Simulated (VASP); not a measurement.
# Cr3N (P4/mmm) in VASP: single point with PBE

Aim: the single point of Cr3N with PBE.

Program: VASP 6.6.1. These are calculated values, not measurements. Logs are shortened: lines on timing, memory, paths and dates and some standing lists are left out, and cuts for length are marked.

## (1) The cell of the first run

It takes space group P4/mmm (No. 123, tetragonal). Conventional cell: a = 3.526 Å, b = 3.526 Å, c = 3.440 Å, α = 90.00°, β = 90.00°, γ = 90.00°. Within 3.3 Å of Cr (site symmetry mmm) lie 8 Cr at 2.46 to 2.49 Å and 4 N at 2.46 Å. Within 3.3 Å of Cr (site symmetry 4/mmm) lie 8 Cr at 2.46 Å and 4 N at 2.49 Å. Within 3.3 Å of N (site symmetry 4/mmm) lie 12 Cr at 2.46 to 2.49 Å.

The cell was generated, and may not be a known phase.

## (2) Single point, PBE, collinear spin, ferrimagnetic start

The input, INCAR:

```
  PREC = Accurate
  ENCUT = 520
  EDIFF = 1E-6
  ISMEAR = 0
  SIGMA = 0.1
  LREAL = False
  LASPH = True
  NELM = 150
  ALGO = Normal
  ISIF = 2
  LWAVE = False
  LCHARG = False
  ISPIN = 2
  MAGMOM = -3 3 3 0
  LORBIT = 11
  LMAXMIX = 4
  GGA = PE
  NBANDS = 32
```

The input, KPOINTS:

```
Automatic mesh
0
Gamma
  6 6 6
```

The input, POSCAR:

```
Cr3N
1.0
    3.5262849700      0.0000000000      0.0000000000
    0.0000000000      3.5262849700      0.0000000000
    0.0000000000      0.0000000000      3.4399469100
Cr N
3 1
Direct
    0.0000000000      0.5000000000      0.5000000000
    0.5000000000      0.0000000000      0.5000000000
    0.5000000000      0.5000000000      0.0000000000
    0.0000000000      0.0000000000      0.0000000000
```

Potentials or basis: VASP PAW PBE potentials, release 64 (Cr_pv, N).

Command:

```console
> cat potpaw_PBE.64/Cr_pv/POTCAR potpaw_PBE.64/N/POTCAR > POTCAR
> mpirun -np 1 vasp_std > vasp.out
```

OUTCAR:

```text
PREC = Accurate
   ENCUT = 520
   EDIFF = 1E-6
   ISMEAR = 0
   LREAL = False
   LASPH = True
   NELM = 150
   ISIF = 2
   ISPIN = 2
   LORBIT = 11
   GGA = PE

 ion  position               nearest neighbor table
   1  0.000  0.500  0.500-   3 2.46   4 2.46   3 2.46   4 2.46   4 2.46   4 2.46   3 2.46   3 2.46
                             2 2.49   2 2.49   2 2.49   2 2.49
   2  0.500  0.000  0.500-   3 2.46   4 2.46   3 2.46   4 2.46   3 2.46   3 2.46   4 2.46   4 2.46
                             1 2.49   1 2.49   1 2.49   1 2.49
   3  0.500  0.500  0.000-   1 2.46   2 2.46   1 2.46   2 2.46   2 2.46   2 2.46   1 2.46   1 2.46

   4  0.000  0.000  0.000-   1 2.46   2 2.46   1 2.46   2 2.46   1 2.46   1 2.46   2 2.46   2 2.46

  LATTYP: Found a simple tetragonal cell.
 ALAT       =     3.5262849700
 C/A-ratio  =     0.9755158585

  Lattice vectors:

 A1 = (   3.5262849700,   0.0000000000,   0.0000000000)
 A2 = (   0.0000000000,   3.5262849700,   0.0000000000)
 A3 = (   0.0000000000,   0.0000000000,   3.4399469100)

Analysis of symmetry for initial positions (statically):
=====================================================================
 Subroutine PRICEL returns:
 Original cell was already a primitive cell.

 Routine SETGRP: Setting up the symmetry group for a
 simple tetragonal supercell.

 Subroutine GETGRP returns: Found 16 space group operations
 (whereof 16 operations were pure point group operations)
 out of a pool of 16 trial point group operations.

The static configuration has the point symmetry D_4h.

Analysis of symmetry for dynamics (positions and initial velocities):
=====================================================================
 Subroutine PRICEL returns:
 Original cell was already a primitive cell.

 Routine SETGRP: Setting up the symmetry group for a
 simple tetragonal supercell.

 Subroutine GETGRP returns: Found 16 space group operations
 (whereof 16 operations were pure point group operations)
 out of a pool of 16 trial point group operations.

The dynamic configuration has the point symmetry D_4h.

Analysis of structural, dynamic, and magnetic symmetry:
=====================================================================
 Subroutine PRICEL returns:
 Original cell was already a primitive cell.

 Routine SETGRP: Setting up the symmetry group for a
 simple tetragonal supercell.

 Subroutine GETGRP returns: Found  8 space group operations
 (whereof  8 operations were pure point group operations)
 out of a pool of 16 trial point group operations.

The overall configuration has the point symmetry D_2h.

 Subroutine INISYM returns: Found  8 space group operations
 (whereof  8 operations are pure point group operations),
 and found     1 'primitive' translations

----------------------------------------------------------------------------------------

                                     Primitive cell

  volume of cell :      42.7747

  direct lattice vectors                    reciprocal lattice vectors
     3.526284970  0.000000000  0.000000000     0.283584568  0.000000000  0.000000000
     0.000000000  3.526284970  0.000000000     0.000000000  0.283584568  0.000000000
     0.000000000  0.000000000  3.439946910     0.000000000  0.000000000  0.290702161

  length of vectors
     3.526284970  3.526284970  3.439946910     0.283584568  0.283584568  0.290702161

  position of ions in fractional coordinates (direct lattice)
     0.000000000  0.500000000  0.500000000
     0.500000000  0.000000000  0.500000000
     0.500000000  0.500000000  0.000000000
     0.000000000  0.000000000  0.000000000

  ion indices of the primitive-cell ions
   primitive index   ion index
                 1           1
                 2           2
                 3           3
                 4           4

----------------------------------------------------------------------------------------

 KPOINTS: Automatic mesh

Automatic generation of k-mesh.
 Grid dimensions read from file:
 generate k-points for:    6    6    6

 Generating k-lattice:

  Cartesian coordinates                     Fractional coordinates (reciprocal lattice)
     0.047264095  0.000000000  0.000000000     0.166666667  0.000000000  0.000000000
     0.000000000  0.047264095  0.000000000     0.000000000  0.166666667  0.000000000
     0.000000000  0.000000000  0.048450360     0.000000000  0.000000000  0.166666667

  Length of vectors
     0.047264095  0.047264095  0.048450360

  Shift w.r.t. Gamma in fractional coordinates (k-lattice)
     0.000000000  0.000000000  0.000000000

 Subroutine IBZKPT returns following result:
 ===========================================

 Found     64 irreducible k-points:

 Following reciprocal coordinates:
            Coordinates               Weight
  0.000000  0.000000  0.000000      1.000000
  0.166667  0.000000  0.000000      2.000000
  0.000000  0.166667  0.000000      2.000000
  0.333333  0.000000  0.000000      2.000000
  0.000000  0.333333  0.000000      2.000000
  0.500000  0.000000  0.000000      1.000000
[... 16 lines left out ...]
  0.000000  0.500000  0.166667      2.000000
  0.166667  0.166667  0.166667      8.000000
 [... further k-points ...]
   k-points           NKPTS =     64   k-points in BZ     NKDIM =     64   number of bands    NBANDS=     32
   number of dos      NEDOS =    301   number of ions     NIONS =      4
   total plane-waves  NPLWV =  21952
   dimension x,y,z NGX =    28 NGY =   28 NGZ =   28
   dimension x,y,z NGXF=    56 NGYF=   56 NGZF=   56
   ions per type =               3   1
   NGX,Y,Z   is equivalent  to a cutoff of  13.20, 13.20, 13.53 a.u.
   NGXF,Y,Z  is equivalent  to a cutoff of  26.40, 26.40, 27.06 a.u.
 SYSTEM =  unknown system
   PREC   = accura    normal or accurate (medium, high low for compatibility)
   ISTART =      0    job   : 0-new  1-cont  2-samecut
   ICHARG =      2    charge: 1-file 2-atom 10-const
   ISPIN  =      2    spin polarized calculation?
   LNONCOLLINEAR =      F non collinear calculations
   LSORBIT =      F    spin-orbit coupling
   LASPH  =      T    aspherical Exc in radial PAW
   ENCUT  =  520.0 eV  38.22 Ry    6.18 a.u.   6.56  6.56  6.40*2*pi/ulx,y,z
   NELM   =    150;   NELMIN=  2; NELMDL= -5     # of ELM steps
   EDIFF  = 0.1E-05   stopping-criterion for ELM
   LREAL  =      F    real-space projection
   EDIFFG = 0.1E-04   stopping-criterion for IOM
   NSW    =      0    number of steps for IOM
   IBRION =     -1    ionic relax: 0-MD 1-quasi-New 2-CG
   NFREE  =      0    steps in history (QN), initial steepest desc. (CG)
   ISIF   =      2    stress and relaxation
   ISYM   =      2    0-nonsym 1-usesym 2-fastsym
   POTIM  = 0.5000    time-step for ionic-motion
   TEBEG  =    0.0;   TEEND  =   0.0 temperature during run
   PSTRESS=    0.0 pullay stress
   NELECT =      41.0000    total number of electrons
   NUPDOWN=      -1.0000    fix difference up-down
   EMIN   =  10.00;   EMAX   =-10.00  energy-range for DOS
   EFERMI =   0.00;   METHOD = LEGACY
   ISMEAR =     0;   SIGMA  =   0.10  broadening in eV -4-tet -1-fermi 0-gaus
   EFERMI_NEDOS =   21; number of points for ismear=-14 and -15
   IALGO  =     38    algorithm
   IMIX   =      4    mixing-type and parameters
     AMIX     =   0.40;   BMIX     =  1.00
     AMIX_MAG =   1.60;   BMIX_MAG =  1.00
  volume/ion in A,a.u.               =      10.69        72.16
  Fermi-wavevector in a.u.,A,eV,Ry     =   1.614138  3.050278 35.449173  2.605441
  Thomas-Fermi vector in A             =   2.709095
   LORBIT       =     11    0 simple, 1 ext, 2 COOP (PROOUT), +10 PAW based schemes
   GGA     = PE    functional components
   LHFCALC =     F    Hartree Fock is set to
   AEXX    =    0.0000 exact exchange contribution
   IVDW    =     0    specifies the selected vdW correction
   LEPSILON=     F    determine dielectric tensor
   LRPA    =     F    only Hartree local field effects (RPA)
 spin polarized calculation
 Gauss-broadening in eV      SIGMA  =   0.10
  energy-cutoff  :      520.00
  volume of cell :       42.77
 maximum number of plane-waves:      1173
 NGX is ok and might be reduce to    28
   NGX = 13   NGY = 13   NGZ = 13

 number of electron      40.9999986 magnetization       0.5625248

 Free energy of the ion-electron system (eV)
  ---------------------------------------------------
  ext. energy  EPLUGINS =         0.00000000
  ---------------------------------------------------
  free energy    TOTEN  =       -33.56271371 eV

  energy without entropy =      -33.54342947  energy(sigma->0) =      -33.55307159

 E-fermi :  10.4955     XC(G=0): -13.2676

 val. band max:       10.4875046667   @ k =  -0.3333   0.5000   0.1667
 cond. band min:      10.4961419012   @ k =   0.0000   0.0000   0.1667
 fundamental gap:      0.0086372345
 Fermi energy:        10.4954992526

 spin component 1

 k-point     1 :       0.0000    0.0000    0.0000
  band No.  band energies     occupation
      1     -33.3870      1.00000
      2     -33.3840      1.00000
      3     -33.3716      1.00000
      4     -33.1319      1.00000
      5     -32.8269      1.00000
      6     -32.7905      1.00000
[... 24 lines left out ...]
     31      17.2770      0.00000
     32      18.1231      0.00000

 k-point     2 :       0.1667    0.0000    0.0000
  band No.  band energies     occupation
      1     -33.3799      1.00000
      2     -33.3769      1.00000
      3     -33.3549      1.00000
      4     -33.1352      1.00000
      5     -32.8216      1.00000
      6     -32.7868      1.00000
[... 24 lines left out ...]
     31      17.2320      0.00000
     32      17.2771      0.00000
[... 733 lines left out ...]
     31      17.2338      0.00000
     32      17.2758      0.00000

 k-point    24 :       0.1667    0.1667    0.1667
  band No.  band energies     occupation
      1     -33.4057      1.00000
      2     -33.3193      1.00000
      3     -33.2258      1.00000
      4     -33.1566      1.00000
      5     -32.9709      1.00000
      6     -32.7848      1.00000
[... 24 lines left out ...]
     31      17.2303      0.00000
     32      17.2756      0.00000

 [... further k-points ...]

 spin component 2

 k-point     1 :       0.0000    0.0000    0.0000
  band No.  band energies     occupation
      1     -33.4373      1.00000
      2     -33.4328      1.00000
      3     -33.3935      1.00000
      4     -32.2854      1.00000
      5     -32.2626      1.00000
      6     -31.9208      1.00000
[... 24 lines left out ...]
     31      18.1479      0.00000
     32      18.2682      0.00000

 k-point     2 :       0.1667    0.0000    0.0000
  band No.  band energies     occupation
      1     -33.4224      1.00000
      2     -33.4192      1.00000
      3     -33.3729      1.00000
      4     -32.2977      1.00000
      5     -32.2760      1.00000
      6     -31.9537      1.00000
[... 24 lines left out ...]
     31      16.9450      0.00000
     32      18.6975      0.00000
[... 733 lines left out ...]
     31      16.9354      0.00000
     32      18.7319      0.00000

 k-point    24 :       0.1667    0.1667    0.1667
  band No.  band energies     occupation
      1     -33.4368      1.00000
      2     -33.4144      1.00000
      3     -33.3462      1.00000
      4     -32.3170      1.00000
      5     -32.1455      1.00000
      6     -31.9597      1.00000
[... 24 lines left out ...]
     31      16.9348      0.00000
     32      18.1637      0.00000

 [... further k-points ...]

------------------------ aborting loop because EDIFF is reached ----------------------------------------

  FORCE on cell =-STRESS in cart. coord.  units (eV):
  Direction    XX          YY          ZZ          XY          YZ          ZX
  --------------------------------------------------------------------------------------
  -------------------------------------------------------------------------------------
  Total       -2.0444372     -1.5326535     -2.1344664     -0.0000000      0.0000000      0.0000000
  in kB      -76.5769024    -57.4074193    -79.9490571     -0.0000000      0.0000000      0.0000000
  external PRESSURE =     -71.3111263 kB  Pullay stress =       0.0000000 kB

 VOLUME and BASIS-vectors are now :
 -----------------------------------------------------------------------------
  energy-cutoff  :      520.00
  volume of cell :       42.77
      direct lattice vectors                 reciprocal lattice vectors
     3.526284970  0.000000000  0.000000000     0.283584568  0.000000000  0.000000000
     0.000000000  3.526284970  0.000000000     0.000000000  0.283584568  0.000000000
     0.000000000  0.000000000  3.439946910     0.000000000  0.000000000  0.290702161

 POSITION                                       TOTAL-FORCE (eV/Angst)
 -----------------------------------------------------------------------------------
      0.00000      1.76314      1.71997         0.000000      0.000000      0.000000
      1.76314      0.00000      1.71997         0.000000      0.000000      0.000000
      1.76314      1.76314      0.00000         0.000000      0.000000      0.000000
      0.00000      0.00000      0.00000         0.000000      0.000000      0.000000
 -----------------------------------------------------------------------------------
    total drift:                                0.000000      0.000000      0.000000

  FREE ENERGIE OF THE ION-ELECTRON SYSTEM (eV)
  ---------------------------------------------------
  free  energy   TOTEN  =       -33.5627137130 eV

  energy  without entropy=      -33.5434294724  energy(sigma->0) =      -33.55307159

 total charge

# of ion       s       p       d       tot
------------------------------------------
    1        0.361   6.295   4.330  10.986
    2        0.362   6.292   4.339  10.993
    3        0.370   6.295   4.354  11.018
    4        1.303   2.163   0.000   3.466
--------------------------------------------------
tot          2.396  21.045  13.023  36.463

 magnetization (x)

# of ion       s       p       d       tot
------------------------------------------
    1       -0.018  -0.018  -1.620  -1.657
    2        0.015   0.013   1.093   1.122
    3        0.013   0.011   1.042   1.067
    4        0.012  -0.004   0.000   0.008
--------------------------------------------------
tot          0.023   0.002   0.515   0.540
```

Run time: 2.9 min. Hardware: 1 thread of Intel Xeon Platinum 8259CL at 2.50GHz (Skylake/Cascade Lake), shared host; peak memory 0.26 GiB.

What came out:

```
Free energy                                           : -33.5627 eV
Pressure                                              : -7.1 GPa
Net moment                                            : 0.56 μB per cell
Site moments                                          : Cr -1.66, +1.12, +1.07; N +0.01 μB
Valence electrons inside the program's atomic spheres : Cr 10.99, 11.02 (each value once); N 3.47
```

Caveat: the cell stands under tension. With open d or f shells a metallic result of PBE can be an artefact of self-interaction; +U or a hybrid may open a gap.
